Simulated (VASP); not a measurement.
Write the native input for VASP 6.6.1 that does the following.

```yaml
Task: single point
Functional: PBEsol
Potentials_or_basis: VASP PAW PBE potentials, release 64 (Co, Si)
Cutoff: 520 eV
k_mesh: 14 × 14 × 14
Occupations: fermi-dirac, width 0.05 eV
Spin: no spin polarisation
Dipole_correction: no
Further_INCAR_settings: ALGO = Normal; EDIFF = 1e-06; NBANDS = 14
```

The structure of CoSi (rocksalt type) lies in POSCAR:

```
CoSi
1.0
    0.0000000000      2.3045194152      2.3045194152
    2.3045194152      0.0000000000      2.3045194152
    2.3045194152      2.3045194152      0.0000000000
Co Si
1 1
Direct
    0.0000000000      0.0000000000      0.0000000000
    0.5000000000      0.5000000000      0.5000000000
```

One way to write it, as run:

INCAR

```
PREC = Accurate ; ENCUT = 520
EDIFF = 1E-6 ; ISMEAR = -1
SIGMA = 0.05 ; LREAL = False
LASPH = True ; NELM = 100
ALGO = Normal ; ISIF = 2
LWAVE = False ; LCHARG = False
GGA = PS ; NBANDS = 14
```

KPOINTS

```
regular mesh
0
Gamma
  14 14 14
```

Potentials or basis: VASP PAW PBE potentials, release 64 (Co, Si).

Command:

```sh
$ cat potpaw_PBE.64/Co/POTCAR potpaw_PBE.64/Si/POTCAR > POTCAR
$ mpirun -np 1 vasp_std > vasp.out
```

It gave:

```json
{
 "Pressure": "0.2 GPa"
}
```

Caveat: the PAW data sets were made with another functional, which shifts forces and pressure a little.

Wall time 16 s on 1 thread of Intel Xeon 6975P-C (shared host), peak memory 0.16 GiB.
